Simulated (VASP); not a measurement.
Wanted: the native input for a VASP 6.6.1 run.

* Task: single point
* Functional: revPBE
* Potentials or basis: VASP PAW PBE potentials, release 64 (Ta_pv, Si)
* Cutoff: 520 eV
* k mesh: 7 × 7 × 4
* Occupations: fermi-dirac, width 0.05 eV
* Spin: no spin polarisation
* Dipole correction: no
* Further INCAR settings: ALGO = Normal; EDIFF = 1e-06; NBANDS = 38

The structure of TaSi2 lies in POSCAR:

```
TaSi2
1.0
    4.7839000000      0.0000000000      0.0000000000
   -2.3919500000      4.1429789292      0.0000000000
    0.0000000000      0.0000000000      6.5700000000
Ta Si
3 6
Direct
    0.0000000000      0.5000000000      0.3333333333
    0.5000000000      0.5000000000      0.6666666667
    0.5000000000      0.0000000000      0.0000000000
    0.3179400000      0.1589700000      0.3333333333
    0.1589700000      0.8410300000      0.6666666667
    0.8410300000      0.6820600000      0.0000000000
    0.6820600000      0.8410300000      0.3333333333
    0.8410300000      0.1589700000      0.6666666667
    0.1589700000      0.3179400000      0.0000000000
```

The input as run:

INCAR

```
PREC = Accurate
ENCUT = 520
EDIFF = 1E-6
ISMEAR = -1
SIGMA = 0.05
LREAL = F
LASPH = T
NELM = 60
ALGO = Normal
ISIF = 2
LWAVE = F
LCHARG = F
GGA = RE
NBANDS = 38
```

KPOINTS

```
Automatic mesh
0
Gamma
  7 7 4
```

Potentials or basis: VASP PAW PBE potentials, release 64 (Ta_pv, Si).

Command:

```console
$ cat potpaw_PBE.64/Ta_pv/POTCAR potpaw_PBE.64/Si/POTCAR > POTCAR
$ mpirun -np 1 vasp_std > vasp.out
```

It gave:

```json
{
  "Pressure": "4.3 GPa",
  "Largest force": "0.014 eV/Å",
  "Band gap on the k mesh": "zero (an odd number of electrons rules out a gap without spin polarisation)"
}
```

Caveat: the cell stands under pressure; the PAW data sets were made with another functional, which shifts forces and pressure a little; spin-orbit coupling is left out, which moves the levels of the heavy elements.

Run time: 100 s on 1 thread of AMD EPYC 7R43 64-Core Processor (Zen 3) (shared host), peak memory 0.24 GiB.
